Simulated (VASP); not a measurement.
# BeS (F-43m) in VASP: further runs, part 2 of 2

VASP 6.6.1. Earlier steps stand in the parts before.

## 3. Single point, PBE (volume scaled by 0.96)

Input file INCAR:

```
SYSTEM = BeS
PREC     = Accurate       ! precision mode
ENCUT    = 520            ! plane-wave cutoff, eV
EDIFF    = 1E-6           ! SCF threshold, eV
ISMEAR   = -1             ! smearing method
SIGMA    = 0.02           ! smearing width, eV
LREAL    = .FALSE.        ! projectors in reciprocal space
LASPH    = .TRUE.         ! aspherical terms in the spheres
NELM     = 100            ! most SCF steps
ALGO     = Normal         ! electronic algorithm
ISIF     = 2              ! what is computed and relaxed
LWAVE    = .FALSE.        ! write WAVECAR
LCHARG   = .TRUE.         ! write CHGCAR
GGA      = PE             ! functional
LELF     = .TRUE.         ! ELF
LVHAR    = .TRUE.       
NBANDS   = 11             ! bands
```

Input file KPOINTS:

```
Automatic mesh
0
G
  9 9 9
  0 0 0
```

Input file POSCAR:

```
BeS
1.0
    0.0000000000      2.3922257121      2.3922257121
    2.3922257121      0.0000000000      2.3922257121
    2.3922257121      2.3922257121      0.0000000000
Be S
1 1
Direct
    0.0000000000      0.0000000000      0.0000000000
    0.7500000000      0.7500000000      0.7500000000
```

Potentials or basis: VASP PAW PBE potentials, release 64 (Be, S).

On the command line:

```console
$ cat potpaw_PBE.64/Be/POTCAR potpaw_PBE.64/S/POTCAR > POTCAR
$ mpirun -np 1 vasp_std > vasp.out
```

OUTCAR:

```text
SYSTEM = BeS
   PREC = Accurate
   ENCUT = 520
   EDIFF = 1E-6
   ISMEAR = -1
   LREAL = .FALSE.
   LASPH = .TRUE.
   NELM = 100
   ISIF = 2
   GGA = PE

 ion  position               nearest neighbor table
   1  0.000  0.000  0.000-   2 2.07   2 2.07   2 2.07   2 2.07
   2  0.750  0.750  0.750-   1 2.07   1 2.07   1 2.07   1 2.07

  LATTYP: Found a face centered cubic cell.
 ALAT       =     4.7844514242

  Lattice vectors:

 A1 = (   0.0000000000,   2.3922257121,   2.3922257121)
 A2 = (   2.3922257121,   0.0000000000,   2.3922257121)
 A3 = (   2.3922257121,   2.3922257121,   0.0000000000)

Analysis of symmetry for initial positions (statically):
=====================================================================
 Subroutine PRICEL returns:
 Original cell was already a primitive cell.

 Routine SETGRP: Setting up the symmetry group for a
 face centered cubic supercell.

 Subroutine GETGRP returns: Found 24 space group operations
 (whereof 24 operations were pure point group operations)
 out of a pool of 48 trial point group operations.

The static configuration has the point symmetry T_d .

Analysis of symmetry for dynamics (positions and initial velocities):
=====================================================================
 Subroutine PRICEL returns:
 Original cell was already a primitive cell.

 Routine SETGRP: Setting up the symmetry group for a
 face centered cubic supercell.

 Subroutine GETGRP returns: Found 24 space group operations
 (whereof 24 operations were pure point group operations)
 out of a pool of 48 trial point group operations.

The dynamic configuration has the point symmetry T_d .

 Subroutine INISYM returns: Found 24 space group operations
 (whereof 24 operations are pure point group operations),
 and found     1 'primitive' translations

----------------------------------------------------------------------------------------

                                     Primitive cell

  volume of cell :      27.3802
[... 111 lines left out ...]
  Fermi-wavevector in a.u.,A,eV,Ry     =   1.086324  2.052855 16.056230  1.180100
  Thomas-Fermi vector in A             =   2.222458
   LORBIT       =      0    0 simple, 1 ext, 2 COOP (PROOUT), +10 PAW based schemes
   GGA     = PE    functional components
   LHFCALC =     F    Hartree Fock is set to
   AEXX    =    0.0000 exact exchange contribution
   IVDW    =     0    specifies the selected vdW correction
   LEPSILON=     F    determine dielectric tensor
   LRPA    =     F    only Hartree local field effects (RPA)
 non-spin polarized calculation
  energy-cutoff  :      520.00
  volume of cell :       27.38
 maximum number of plane-waves:       751
 NGX is ok and might be reduce to    28
   NGX = 13   NGY = 13   NGZ = 13

 number of electron       8.0000001 magnetization

 Free energy of the ion-electron system (eV)
  ---------------------------------------------------
  ext. energy  EPLUGINS =         0.00000000
  ---------------------------------------------------
  free energy    TOTEN  =        -9.98480544 eV

  energy without entropy =       -9.98480544  energy(sigma->0) =       -9.98480544

 E-fermi :   5.0521     XC(G=0):  -9.9008

 val. band max:        4.6065969329   @ k =   0.0000   0.0000   0.0000
 cond. band min:       7.7202381577   @ k =   0.4444   0.4444   0.0000
 fundamental gap:      3.1136412247
 Fermi energy:         5.0521074448

 k-point     1 :       0.0000    0.0000    0.0000
  band No.  band energies     occupation
      1      -9.3681      2.00000
      2       4.6066      2.00000
      3       4.6066      2.00000
      4       4.6066      2.00000
      5      10.2556      0.00000
      6      10.2556      0.00000
      7      10.2556      0.00000
      8      10.8445      0.00000
      9      17.4992      0.00000
     10      17.4992      0.00000
     11      19.7971      0.00000
[... 309 lines left out ...]
 k-point    24 :       0.4444    0.4444    0.0000
  band No.  band energies     occupation
      1      -7.1654      2.00000
      2      -0.4657      2.00000
      3       1.8771      2.00000
      4       1.8771      2.00000
      5       7.7202      0.00000
      6       9.5563      0.00000
      7      17.2631      0.00000
      8      17.2631      0.00000
      9      20.2796      0.00000
     10      20.9531      0.00000
     11      22.3109      0.00000

 [... further k-points ...]
[... 5 lines left out ...]
  --------------------------------------------------------------------------------------
  -------------------------------------------------------------------------------------
  Total        1.0082578      1.0082578      1.0082578      0.0000000      0.0000000      0.0000000
  in kB       58.9991419     58.9991419     58.9991419      0.0000000      0.0000000      0.0000000
  external PRESSURE =      58.9991419 kB  Pullay stress =       0.0000000 kB

 VOLUME and BASIS-vectors are now :
 -----------------------------------------------------------------------------
  energy-cutoff  :      520.00
  volume of cell :       27.38
      direct lattice vectors                 reciprocal lattice vectors
     0.000000000  2.392225712  2.392225712    -0.209010378  0.209010378  0.209010378
     2.392225712  0.000000000  2.392225712     0.209010378 -0.209010378  0.209010378
     2.392225712  2.392225712  0.000000000     0.209010378  0.209010378 -0.209010378

 POSITION                                       TOTAL-FORCE (eV/Angst)
 -----------------------------------------------------------------------------------
      0.00000      0.00000      0.00000         0.000000     -0.000000     -0.000000
      3.58834      3.58834      3.58834        -0.000000      0.000000      0.000000
 -----------------------------------------------------------------------------------
    total drift:                               -0.000000     -0.000000     -0.000000

  FREE ENERGIE OF THE ION-ELECTRON SYSTEM (eV)
  ---------------------------------------------------
  free  energy   TOTEN  =        -9.9848054379 eV

  energy  without entropy=       -9.9848054379  energy(sigma->0) =       -9.98480544
```

OSZICAR:

```text
N       E                     dE             d eps       ncg     rms          rms(c)
DAV:   1     0.192459505289E+02    0.19246E+02   -0.38475E+03   770   0.625E+02
DAV:   2    -0.911734731259E+01   -0.28363E+02   -0.27044E+02  1048   0.116E+02
DAV:   3    -0.101775790350E+02   -0.10602E+01   -0.10582E+01  1002   0.221E+01
DAV:   4    -0.101832266955E+02   -0.56477E-02   -0.56466E-02   916   0.191E+00
DAV:   5    -0.101832728786E+02   -0.46183E-04   -0.46182E-04  1048   0.172E-01    0.600E+00
DAV:   6    -0.100321678659E+02    0.15111E+00   -0.11364E-01   899   0.169E+00    0.407E+00
DAV:   7    -0.998361441540E+01    0.48553E-01   -0.13587E-01   998   0.196E+00    0.965E-01
DAV:   8    -0.998468746509E+01   -0.10730E-02   -0.67036E-03   944   0.439E-01    0.155E-01
DAV:   9    -0.998477277720E+01   -0.85312E-04   -0.48839E-04   949   0.142E-01    0.355E-02
DAV:  10    -0.998479775580E+01   -0.24979E-04   -0.52870E-05   951   0.393E-02    0.109E-02
DAV:  11    -0.998480520878E+01   -0.74530E-05   -0.16288E-05   895   0.223E-02    0.844E-03
DAV:  12    -0.998480543787E+01   -0.22909E-06   -0.33464E-07   745   0.421E-03
   1 F= -.99848054E+01 E0= -.99848054E+01  d E =-.812871E-12
```

stdout:

```text
POSCAR found type information on POSCAR BeS
 POSCAR found :  2 types and       2 ions
 scaLAPACK will be used
 LDA part: xc-table for (Slater+PW92), standard interpolation
 POSCAR, INCAR and KPOINTS ok, starting setup
 FFT: planning ... GRIDC
 FFT: planning ... GRID_SOFT
 FFT: planning ... GRID
 WAVECAR not read
 entering main loop
```

It took 32 s on 1 thread of Intel Xeon Platinum 8259CL at 2.50GHz (Skylake/Cascade Lake), shared host; peak memory 0.15 GiB.

What came out:

| Item | Value |
| --- | --- |
| Free energy | -9.9848 eV |
| Pressure | 5.9 GPa |
| Band gap on the k mesh | 3.11 eV, indirect (least direct gap 5.65 eV) |

 A k mesh can miss the band edges.

## 4. Single point, PBE (volume scaled by 0.98)

Input file INCAR:

```
SYSTEM = BeS
  PREC = Accurate
  ENCUT = 520
  EDIFF = 1E-7
  ISMEAR = -1
  SIGMA = 0.02
  LREAL = .FALSE.
  LASPH = .TRUE.
  NELM = 80
  ALGO = Normal
  ISIF = 2
  LWAVE = .FALSE.
  LCHARG = .FALSE.
  GGA = PE
  NBANDS = 11
```

KPOINTS is that of step 3.

Input file POSCAR:

```
BeS
1.0
    0.0000000000      2.4087243418      2.4087243418
    2.4087243418      0.0000000000      2.4087243418
    2.4087243418      2.4087243418      0.0000000000
Be S
1 1
Direct
    0.0000000000      0.0000000000      0.0000000000
    0.7500000000      0.7500000000      0.7500000000
```

On the command line:

```console
$ cat potpaw_PBE.64/Be/POTCAR potpaw_PBE.64/S/POTCAR > POTCAR
$ mpirun -np 1 vasp_std > vasp.out
```

Wall time 22 s (1 thread of Intel Xeon Platinum 8259CL at 2.50GHz (Skylake/Cascade Lake), shared host); peak memory 0.15 GiB.

The run converged. Its results:

```yaml
Free_energy: -10.0018 eV
Pressure: 3.6 GPa
Band_gap_on_the_k_mesh: 3.16 eV, indirect (least direct gap 5.66 eV)
```

Levels at points of the mesh, in eV from the valence-band top:
| k point | band 1 | band 2 | band 3 | band 4 | band 5 | band 6 | band 7 | band 8 |
| --- | --- | --- | --- | --- | --- | --- | --- | --- |
| (0.00, 0.00, 0.00) | -13.83 | 0.00 | 0.00 | 0.00 | 5.66 | 5.66 | 5.66 | 6.06 |

 A k mesh can miss the band edges.

## 5. Single point, PBE

Input file INCAR:

```
PREC = Accurate ; ENCUT = 520
EDIFF = 1E-6 ; ISMEAR = 0
SIGMA = 0.05 ; LREAL = False
LASPH = True ; NELM = 100
ALGO = Normal ; ISIF = 2
LWAVE = False ; LCHARG = True
GGA = PE ; LELF = True
LVHAR = True ; NBANDS = 11
```

Input file KPOINTS:

```
regular mesh
0
Gamma
  9 9 9
```

Input file POSCAR:

```
BeS
1.0
    0.0000000000      2.4250000000      2.4250000000
    2.4250000000      0.0000000000      2.4250000000
    2.4250000000      2.4250000000      0.0000000000
Be S
1 1
Direct
    0.0000000000      0.0000000000      0.0000000000
    0.7500000000      0.7500000000      0.7500000000
```

On the command line:

```console
$ cat potpaw_PBE.64/Be/POTCAR potpaw_PBE.64/S/POTCAR > POTCAR
$ mpirun -np 1 vasp_std > vasp.out
```

Run time: 20 s. Hardware: 1 thread of Intel Xeon Platinum 8259CL at 2.50GHz (Skylake/Cascade Lake), shared host; peak memory 0.15 GiB.

It converged, with:

```yaml
Free_energy: -10.0111 eV
Pressure: 1.6 GPa
Band_gap_on_the_k_mesh: 3.20 eV, indirect (least direct gap 5.67 eV)
```

Levels at points of the mesh, in eV from the valence-band top:
| k point | band 1 | band 2 | band 3 | band 4 | band 5 | band 6 | band 7 | band 8 | band 9 |
| --- | --- | --- | --- | --- | --- | --- | --- | --- | --- |
| (0.00, 0.00, 0.00) | -13.69 | 0.00 | 0.00 | 0.00 | 5.67 | 5.67 | 5.67 | 5.89 | 12.81 |

## 6. Overview

```csv
cell,smearing,gap on the mesh (eV),pressure (GPa)
"a = 3.429 Å, angles 60.0°, 2 atoms",fermi-dirac 0.02 eV,3.20,1.6
"a = 3.383 Å, angles 60.0°, 2 atoms",fermi-dirac 0.02 eV,3.11,5.9
"a = 3.406 Å, angles 60.0°, 2 atoms",fermi-dirac 0.02 eV,3.16,3.6
"a = 3.429 Å, angles 60.0°, 2 atoms",gaussian 0.05 eV,3.20,1.6
```

Alike in all rows: task single point; level PBE; potentials or basis VASP PAW PBE potentials, release 64 (Be, S); no spin polarisation; k mesh 9 × 9 × 9; cutoff (eV) 520.

Absolute energies hang on the potentials; compare differences alone.
